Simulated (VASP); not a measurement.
# Al (Im-3m) in VASP: a series of runs

Al is run at these levels: r2SCAN; tasks: single point.

All numbers are computed with VASP 6.6.1; they aren't measurements. Logs are shortened: lines on timing, memory, paths and dates and some standing lists are left out, and cuts for length are marked.

**1. The cell of the first run**

Symmetry: Im-3m, No. 229, cubic system. Conventional cell: a = 3.128 Å, b = 3.128 Å, c = 3.128 Å, α = 90.00°, β = 90.00°, γ = 90.00°. Within 3.6 Å of Al (site symmetry m-3m) lie 14 Al at 2.71 to 3.13 Å.

**2. Single point, r2SCAN**

POSCAR

```
Al
1.0
   -1.5642439753      1.5642439753      1.5642439753
    1.5642439753     -1.5642439753      1.5642439753
    1.5642439753      1.5642439753     -1.5642439753
Al
1
Direct
    0.0000000000      0.0000000000      0.0000000000
```

INCAR.step1

```
SYSTEM = Al
  ALGO = Normal
  EDIFF = 1E-4
  ENCUT = 520
  GGA = PE
  ISMEAR = -1
  LASPH = .TRUE.
  LCHARG = .FALSE.
  LREAL = .FALSE.
  LWAVE = .TRUE.
  NBANDS = 8
  NELM = 100
  PREC = Accurate
  SIGMA = 0.1
```

INCAR.step2

```
SYSTEM = Al
  ALGO = Normal
  EDIFF = 1E-7
  ENCUT = 520
  ISIF = 2
  ISMEAR = -1
  ISTART = 1
  LASPH = .TRUE.
  LCHARG = .TRUE.
  LELF = .TRUE.
  LMIXTAU = .TRUE.
  LREAL = .FALSE.
  LVHAR = .TRUE.
  LWAVE = .FALSE.
  METAGGA = R2SCAN
  NBANDS = 8
  NELM = 100
  PREC = Accurate
  SIGMA = 0.1
```

KPOINTS

```
k-points
0
G
  13 13 13
  0 0 0
```

Potentials or basis: VASP PAW PBE potentials, release 64 (Al).

Launch:

```
$ cat potpaw_PBE.64/Al/POTCAR > POTCAR
$ cp INCAR.step1 INCAR
$ mpirun -np 1 vasp_std > vasp.out
$ cp INCAR.step2 INCAR
$ mpirun -np 1 vasp_std > vasp.out
```

OUTCAR:

```text
SYSTEM = Al
   EDIFF = 1E-7
   ENCUT = 520
   ISIF = 2
   ISMEAR = -1
   ISTART = 1
   LASPH = .TRUE.
   LREAL = .FALSE.
   METAGGA = R2SCAN
   NELM = 100
   PREC = Accurate

 ion  position               nearest neighbor table
   1  0.000  0.000  0.000-

  LATTYP: Found a body centered cubic cell.
 ALAT       =     3.1284879506

  Lattice vectors:

 A1 = (  -1.5642439753,   1.5642439753,   1.5642439753)
 A2 = (   1.5642439753,  -1.5642439753,   1.5642439753)
 A3 = (   1.5642439753,   1.5642439753,  -1.5642439753)

Analysis of symmetry for initial positions (statically):
=====================================================================
 Subroutine PRICEL returns:
 Original cell was already a primitive cell.

 Routine SETGRP: Setting up the symmetry group for a
 body centered cubic supercell.

 Subroutine GETGRP returns: Found 48 space group operations
 (whereof 48 operations were pure point group operations)
 out of a pool of 48 trial point group operations.

The static configuration has the point symmetry O_h .

Analysis of symmetry for dynamics (positions and initial velocities):
=====================================================================
 Subroutine PRICEL returns:
 Original cell was already a primitive cell.

 Routine SETGRP: Setting up the symmetry group for a
 body centered cubic supercell.

 Subroutine GETGRP returns: Found 48 space group operations
 (whereof 48 operations were pure point group operations)
 out of a pool of 48 trial point group operations.

The dynamic configuration has the point symmetry O_h .

 Subroutine INISYM returns: Found 48 space group operations
 (whereof 48 operations are pure point group operations),
 and found     1 'primitive' translations

----------------------------------------------------------------------------------------

                                     Primitive cell

  volume of cell :      15.3099

  direct lattice vectors                    reciprocal lattice vectors
    -1.564243975  1.564243975  1.564243975     0.000000000  0.319643232  0.319643232
     1.564243975 -1.564243975  1.564243975     0.319643232  0.000000000  0.319643232
     1.564243975  1.564243975 -1.564243975     0.319643232  0.319643232  0.000000000

  length of vectors
     2.709350041  2.709350041  2.709350041     0.452043794  0.452043794  0.452043794

  position of ions in fractional coordinates (direct lattice)
     0.000000000  0.000000000  0.000000000

  ion indices of the primitive-cell ions
   primitive index   ion index
                 1           1

----------------------------------------------------------------------------------------

 KPOINTS: k-points

Automatic generation of k-mesh.
 Grid dimensions read from file:
 generate k-points for:   13   13   13

 Generating k-lattice:

  Cartesian coordinates                     Fractional coordinates (reciprocal lattice)
     0.000000000  0.024587941  0.024587941     0.076923077  0.000000000  0.000000000
     0.024587941  0.000000000  0.024587941     0.000000000  0.076923077  0.000000000
     0.024587941  0.024587941  0.000000000     0.000000000  0.000000000  0.076923077

  Length of vectors
     0.034772600  0.034772600  0.034772600

  Shift w.r.t. Gamma in fractional coordinates (k-lattice)
     0.000000000  0.000000000  0.000000000

 Subroutine IBZKPT returns following result:
 ===========================================

 Found     84 irreducible k-points:

 Following reciprocal coordinates:
            Coordinates               Weight
  0.000000  0.000000  0.000000      1.000000
  0.076923  0.000000  0.000000     12.000000
  0.153846  0.000000  0.000000     12.000000
  0.230769  0.000000  0.000000     12.000000
  0.307692  0.000000  0.000000     12.000000
  0.384615  0.000000  0.000000     12.000000
[... 16 lines left out ...]
  0.153846  0.076923  0.076923     24.000000
  0.230769  0.076923  0.076923     24.000000
 [... further k-points ...]
   k-points           NKPTS =     84   k-points in BZ     NKDIM =     84   number of bands    NBANDS=      8
   number of dos      NEDOS =    301   number of ions     NIONS =      1
   total plane-waves  NPLWV =   8000
   dimension x,y,z NGX =    20 NGY =   20 NGZ =   20
   dimension x,y,z NGXF=    40 NGYF=   40 NGZF=   40
   ions per type =               1
   NGX,Y,Z   is equivalent  to a cutoff of  12.27, 12.27, 12.27 a.u.
   NGXF,Y,Z  is equivalent  to a cutoff of  24.54, 24.54, 24.54 a.u.
 SYSTEM =  Al
   PREC   = accura    normal or accurate (medium, high low for compatibility)
   ISTART =      1    job   : 0-new  1-cont  2-samecut
   ICHARG =      0    charge: 1-file 2-atom 10-const
   ISPIN  =      1    spin polarized calculation?
   LNONCOLLINEAR =      F non collinear calculations
   LSORBIT =      F    spin-orbit coupling
   LASPH  =      T    aspherical Exc in radial PAW
   ENCUT  =  520.0 eV  38.22 Ry    6.18 a.u.   5.04  5.04  5.04*2*pi/ulx,y,z
   NELM   =    100;   NELMIN=  2; NELMDL=  0     # of ELM steps
   EDIFF  = 0.1E-06   stopping-criterion for ELM
   LREAL  =      F    real-space projection
   EDIFFG = 0.1E-05   stopping-criterion for IOM
   NSW    =      0    number of steps for IOM
   IBRION =     -1    ionic relax: 0-MD 1-quasi-New 2-CG
   NFREE  =      0    steps in history (QN), initial steepest desc. (CG)
   ISIF   =      2    stress and relaxation
   ISYM   =      2    0-nonsym 1-usesym 2-fastsym
   POTIM  = 0.5000    time-step for ionic-motion
   TEBEG  =    0.0;   TEEND  =   0.0 temperature during run
   PSTRESS=    0.0 pullay stress
   NELECT =       3.0000    total number of electrons
   NUPDOWN=      -1.0000    fix difference up-down
   EMIN   =  10.00;   EMAX   =-10.00  energy-range for DOS
   EFERMI =   0.00;   METHOD = LEGACY
   ISMEAR =    -1;   SIGMA  =   0.10  broadening in eV -4-tet -1-fermi 0-gaus
   EFERMI_NEDOS =   21; number of points for ismear=-14 and -15
   IALGO  =     38    algorithm
   IMIX   =      4    mixing-type and parameters
     AMIX     =   0.40;   BMIX     =  1.00
     AMIX_MAG =   1.60;   BMIX_MAG =  1.00
  volume/ion in A,a.u.               =      15.31       103.32
  Fermi-wavevector in a.u.,A,eV,Ry     =   0.950876  1.796896 12.301926  0.904166
  Thomas-Fermi vector in A             =   2.079294
   LORBIT       =      0    0 simple, 1 ext, 2 COOP (PROOUT), +10 PAW based schemes
   METAGGA = R2SCAN    functional components
   LHFCALC =     F    Hartree Fock is set to
   AEXX    =    0.0000 exact exchange contribution
   IVDW    =     0    specifies the selected vdW correction
   LEPSILON=     F    determine dielectric tensor
   LRPA    =     F    only Hartree local field effects (RPA)
 non-spin polarized calculation
  energy-cutoff  :      520.00
  volume of cell :       15.31
 maximum number of plane-waves:       422
   NGX =  9   NGY =  9   NGZ =  9

 number of electron       3.0000000 magnetization

 Free energy of the ion-electron system (eV)
  ---------------------------------------------------
  ext. energy  EPLUGINS =         0.00000000
  ---------------------------------------------------
  free energy    TOTEN  =        -6.62169767 eV

  energy without entropy =       -6.61060224  energy(sigma->0) =       -6.61614995

 E-fermi :   8.8715     XC(G=0): -11.1995

 val. band max:        8.8632809839   @ k =  -0.3846  -0.3846   0.0769
 cond. band min:       8.8943406034   @ k =  -0.3846   0.3846   0.1538
 fundamental gap:      0.0310596194
 Fermi energy:         8.8714515689

 k-point     1 :       0.0000    0.0000    0.0000
  band No.  band energies     occupation
      1      -3.5640      2.00000
      2      23.3452      0.00000
      3      23.3452      0.00000
      4      23.3452      0.00000
      5      25.9599      0.00000
      6      25.9599      0.00000
      7      25.9599      0.00000
      8      26.7034      0.00000

 k-point     2 :       0.0769    0.0000    0.0000
  band No.  band energies     occupation
      1      -3.3741      2.00000
      2      21.4061      0.00000
      3      22.4520      0.00000
      4      22.5881      0.00000
      5      24.8116      0.00000
      6      25.4756      0.00000
      7      26.4392      0.00000
      8      27.1080      0.00000

 k-point     3 :       0.1538    0.0000    0.0000
  band No.  band energies     occupation
      1      -2.8058      2.00000
      2      17.9397      0.00000
      3      21.1414      0.00000
      4      21.1865      0.00000
      5      23.3029      0.00000
      6      24.4580      0.00000
      7      27.2108      0.00000
      8      27.6044      0.00000

 k-point     4 :       0.2308    0.0000    0.0000
  band No.  band energies     occupation
      1      -1.8640      2.00000
      2      14.4490      0.00000
      3      19.8636      0.00000
      4      20.0225      0.00000
      5      22.0221      0.00000
      6      23.5266      0.00000
      7      28.2762      0.00000
      8      28.3202      0.00000

 k-point     5 :       0.3077    0.0000    0.0000
  band No.  band energies     occupation
      1      -0.5569      2.00000
      2      11.1847      0.00000
      3      18.8156      0.00000
      4      19.1715      0.00000
      5      21.0452      0.00000
      6      22.7223      0.00000
      7      29.2801      0.00000
      8      29.6533      0.00000
[... 177 lines left out ...]
 k-point    22 :       0.0769    0.0769    0.0769
  band No.  band energies     occupation
      1      -2.4283      2.00000
      2      17.9849      0.00000
      3      17.9849      0.00000
      4      19.0073      0.00000
      5      26.2239      0.00000
      6      26.2239      0.00000
      7      27.2270      0.00000
      8      27.2270      0.00000

 k-point    23 :       0.1538    0.0769    0.0769
  band No.  band energies     occupation
      1      -1.4892      2.00000
      2      14.7055      0.00000
      3      16.6059      0.00000
      4      17.6629      0.00000
      5      25.7113      0.00000
      6      26.1357      0.00000
      7      28.2646      0.00000
      8      28.3763      0.00000

 k-point    24 :       0.2308    0.0769    0.0769
  band No.  band energies     occupation
      1      -0.1860      2.00000
      2      11.4939      0.00000
      3      15.5539      0.00000
      4      16.7160      0.00000
      5      24.8850      0.00000
      6      25.5499      0.00000
      7      29.4837      0.00000
      8      29.7949      0.00000

 [... further k-points ...]

------------------------ aborting loop because EDIFF is reached ----------------------------------------

  FORCE on cell =-STRESS in cart. coord.  units (eV):
  Direction    XX          YY          ZZ          XY          YZ          ZX
  --------------------------------------------------------------------------------------
  -------------------------------------------------------------------------------------
  Total        0.4790402      0.4790402      0.4790402      0.0000000     -0.0000000      0.0000000
  in kB       50.1313115     50.1313115     50.1313115      0.0000000     -0.0000000      0.0000000
  external PRESSURE =      50.1313115 kB  Pullay stress =       0.0000000 kB

 VOLUME and BASIS-vectors are now :
 -----------------------------------------------------------------------------
  energy-cutoff  :      520.00
  volume of cell :       15.31
      direct lattice vectors                 reciprocal lattice vectors
    -1.564243975  1.564243975  1.564243975     0.000000000  0.319643232  0.319643232
     1.564243975 -1.564243975  1.564243975     0.319643232  0.000000000  0.319643232
     1.564243975  1.564243975 -1.564243975     0.319643232  0.319643232  0.000000000

 POSITION                                       TOTAL-FORCE (eV/Angst)
 -----------------------------------------------------------------------------------
      0.00000      0.00000      0.00000        -0.000000     -0.000000     -0.000000
 -----------------------------------------------------------------------------------
    total drift:                                0.000000     -0.000000     -0.000000

  FREE ENERGIE OF THE ION-ELECTRON SYSTEM (eV)
  ---------------------------------------------------
  free  energy   TOTEN  =        -6.6216976681 eV

  energy  without entropy=       -6.6106022414  energy(sigma->0) =       -6.61614995
```

It took 41 s on 1 thread of Intel Xeon Platinum 8259CL at 2.50GHz (Skylake/Cascade Lake), shared host; peak memory 0.13 GiB.

Results:

```
Free energy : -6.6217 eV
Pressure    : 5.0 GPa
```

Levels at points of the mesh, in eV from the Fermi level:
| k point | band 1 | band 2 | band 3 | band 4 | band 5 | band 6 |
| --- | --- | --- | --- | --- | --- | --- |
| (0.00, 0.00, 0.00) | -12.44 | 14.47 | 14.47 | 14.47 | 17.09 | 17.09 |

Caveat: the PAW data sets were made with another functional, which shifts forces and pressure a little.

**3. Single point, r2SCAN**

This run uses another cell than the first one, of 15.79 Å³/atom, 1.032 times its volume.

POSCAR

```
Al
1.0
   -1.5805393561      1.5805393561      1.5805393561
    1.5805393561     -1.5805393561      1.5805393561
    1.5805393561      1.5805393561     -1.5805393561
Al
1
Direct
    0.0000000000      0.0000000000      0.0000000000
```

INCAR.step1

```
ALGO     = Normal         # electronic algorithm
EDIFF    = 1E-4           # SCF threshold, eV
ENCUT    = 520            # plane-wave cutoff, eV
GGA      = PE             # functional
ISMEAR   = -1             # smearing method
LASPH    = True           # aspherical terms in the spheres
LCHARG   = False          # write CHGCAR
LREAL    = False          # projectors in reciprocal space
LWAVE    = True           # write WAVECAR
NBANDS   = 8              # bands
NELM     = 60             # most SCF steps
PREC     = Accurate       # precision mode
SIGMA    = 0.1            # smearing width, eV
```

INCAR.step2

```
ALGO     = Normal         # electronic algorithm
EDIFF    = 1E-6           # SCF threshold, eV
ENCUT    = 520            # plane-wave cutoff, eV
ISIF     = 2              # what is computed and relaxed
ISMEAR   = -1             # smearing method
ISTART   = 1            
LASPH    = True           # aspherical terms in the spheres
LCHARG   = False          # write CHGCAR
LMIXTAU  = True         
LREAL    = False          # projectors in reciprocal space
LWAVE    = False          # write WAVECAR
METAGGA  = R2SCAN         # meta-GGA
NBANDS   = 8              # bands
NELM     = 60             # most SCF steps
PREC     = Accurate       # precision mode
SIGMA    = 0.1            # smearing width, eV
```

KPOINTS

```
k-points
0
Gamma
  13 13 13
```

Potentials or basis: VASP PAW PBE potentials, release 64 (Al).

Launch:

```
$ cat potpaw_PBE.64/Al/POTCAR > POTCAR
$ cp INCAR.step1 INCAR
$ mpirun -np 1 vasp_std > vasp.out
$ cp INCAR.step2 INCAR
$ mpirun -np 1 vasp_std > vasp.out
```

OUTCAR:

```text
EDIFF = 1E-6
   ENCUT = 520
   ISIF = 2
   ISMEAR = -1
   ISTART = 1
   LASPH = True
   LREAL = False
   METAGGA = R2SCAN
   NELM = 60
   PREC = Accurate

 ion  position               nearest neighbor table
   1  0.000  0.000  0.000-

  LATTYP: Found a body centered cubic cell.
 ALAT       =     3.1610787122

  Lattice vectors:

 A1 = (  -1.5805393561,   1.5805393561,   1.5805393561)
 A2 = (   1.5805393561,  -1.5805393561,   1.5805393561)
 A3 = (   1.5805393561,   1.5805393561,  -1.5805393561)

Analysis of symmetry for initial positions (statically):
=====================================================================
 Subroutine PRICEL returns:
 Original cell was already a primitive cell.

 Routine SETGRP: Setting up the symmetry group for a
 body centered cubic supercell.

 Subroutine GETGRP returns: Found 48 space group operations
 (whereof 48 operations were pure point group operations)
 out of a pool of 48 trial point group operations.

The static configuration has the point symmetry O_h .

[... 157 lines left out ...]
 E-fermi :   8.5256     XC(G=0): -11.0839

 val. band max:        8.4750819388   @ k =  -0.3846  -0.3846   0.0769
 cond. band min:       8.5524139571   @ k =  -0.3846   0.3846   0.1538
 fundamental gap:      0.0773320184
 Fermi energy:         8.5255950296

 k-point     1 :       0.0000    0.0000    0.0000
  band No.  band energies     occupation
      1      -3.6768      2.00000
      2      22.8061      0.00000
      3      22.8061      0.00000
      4      22.8061      0.00000
      5      25.1078      0.00000
      6      25.1078      0.00000
      7      25.1078      0.00000
      8      26.1097      0.00000
[... 243 lines left out ...]
 k-point    24 :       0.2308    0.0769    0.0769
  band No.  band energies     occupation
      1      -0.3620      2.00000
      2      11.1137      0.00000
      3      15.1383      0.00000
      4      16.1395      0.00000
      5      24.2534      0.00000
      6      24.8753      0.00000
      7      28.7369      0.00000
      8      29.0473      0.00000

 [... further k-points ...]

------------------------ aborting loop because EDIFF is reached ----------------------------------------

  FORCE on cell =-STRESS in cart. coord.  units (eV):
  Direction    XX          YY          ZZ          XY          YZ          ZX
  --------------------------------------------------------------------------------------
  -------------------------------------------------------------------------------------
  Total        0.1877634      0.1877634      0.1877634     -0.0000000     -0.0000000      0.0000000
  in kB       19.0478318     19.0478318     19.0478318     -0.0000000     -0.0000000      0.0000000
  external PRESSURE =      19.0478318 kB  Pullay stress =       0.0000000 kB

 VOLUME and BASIS-vectors are now :
 -----------------------------------------------------------------------------
  energy-cutoff  :      520.00
  volume of cell :       15.79
      direct lattice vectors                 reciprocal lattice vectors
    -1.580539356  1.580539356  1.580539356     0.000000000  0.316347706  0.316347706
     1.580539356 -1.580539356  1.580539356     0.316347706  0.000000000  0.316347706
     1.580539356  1.580539356 -1.580539356     0.316347706  0.316347706  0.000000000

 POSITION                                       TOTAL-FORCE (eV/Angst)
 -----------------------------------------------------------------------------------
      0.00000      0.00000      0.00000        -0.000000      0.000000      0.000000
 -----------------------------------------------------------------------------------
    total drift:                                0.000000      0.000000      0.000000

  FREE ENERGIE OF THE ION-ELECTRON SYSTEM (eV)
  ---------------------------------------------------
  free  energy   TOTEN  =        -6.6319276255 eV

  energy  without entropy=       -6.6207756399  energy(sigma->0) =       -6.62635163
```

OUTCAR.step1:

```text
EDIFF = 1E-4
   ENCUT = 520
   GGA = PE
   ISMEAR = -1
   LASPH = True
[... 478 lines left out ...]

 POSITION                                       TOTAL-FORCE (eV/Angst)
 -----------------------------------------------------------------------------------
      0.00000      0.00000      0.00000         0.000000      0.000000      0.000000
 -----------------------------------------------------------------------------------
    total drift:                                0.000000      0.000000      0.000000

  FREE ENERGIE OF THE ION-ELECTRON SYSTEM (eV)
  ---------------------------------------------------
  free  energy   TOTEN  =        -3.6408671001 eV

  energy  without entropy=       -3.6287764479  energy(sigma->0) =       -3.63482177
```

Wall time 38 s (1 thread of Intel Xeon Platinum 8259CL at 2.50GHz (Skylake/Cascade Lake), shared host); peak memory 0.13 GiB.

What came out:

| Item | Value |
| --- | --- |
| Free energy | -6.6319 eV |
| Pressure | 1.9 GPa |

Caveat: the PAW data sets were made with another functional, which shifts forces and pressure a little.
